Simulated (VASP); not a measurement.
Write the native input for VASP 6.6.1 that does the following.

```yaml
Task: single point
Functional: PBEsol
Potentials_or_basis: VASP PAW PBE potentials, release 64 (Au)
Cutoff: 520 eV
k_mesh: 22 × 22 × 14
Occupations: gaussian, width 0.15 eV
Spin: no spin polarisation
Dipole_correction: no
Further_INCAR_settings: ALGO = Fast; EDIFF = 1e-07; NBANDS = 18
```

The structure of Au lies in POSCAR:

```
Au
1.0
   -1.6210733944      1.6210733944      1.6210733944
    1.6210733944     -1.6210733944      1.6210733944
    3.2421467888      3.2421467888      0.0000000000
Au
2
Direct
    0.0109049162     -0.0109049162      0.0000000000
    0.4890950838      0.5109049162      0.5000000000
```

One way to write it, as run:

INCAR

```
SYSTEM = Au
ALGO     = Fast           ! electronic algorithm
EDIFF    = 1E-7           ! SCF threshold, eV
ENCUT    = 520            ! plane-wave cutoff, eV
GGA      = PS             ! functional
ISIF     = 2              ! what is computed and relaxed
ISMEAR   = 0              ! smearing method
LASPH    = .TRUE.         ! aspherical terms in the spheres
LCHARG   = .FALSE.        ! write CHGCAR
LREAL    = .FALSE.        ! projectors in reciprocal space
LWAVE    = .FALSE.        ! write WAVECAR
NBANDS   = 18             ! bands
NELM     = 80             ! most SCF steps
PREC     = Accurate       ! precision mode
SIGMA    = 0.15           ! smearing width, eV
```

KPOINTS

```
k-points
0
G
  22 22 14
  0 0 0
```

Potentials or basis: VASP PAW PBE potentials, release 64 (Au).

Command:

```sh
$ cat potpaw_PBE.64/Au/POTCAR > POTCAR
$ mpirun -np 1 vasp_std > vasp.out
```

It gave:

```json
{
  "Pressure": "-0.1 GPa",
  "Band gap on the k mesh": "zero (bands 11 and 12 overlap by 6.61 eV)"
}
```

Caveat: the PAW data sets were made with another functional, which shifts forces and pressure a little; spin-orbit coupling is left out, which moves the levels of the heavy elements.

Run time: 9.9 min on 1 thread of AMD EPYC 7R43 64-Core Processor (Zen 3), on a shared host, peak memory 0.55 GiB.
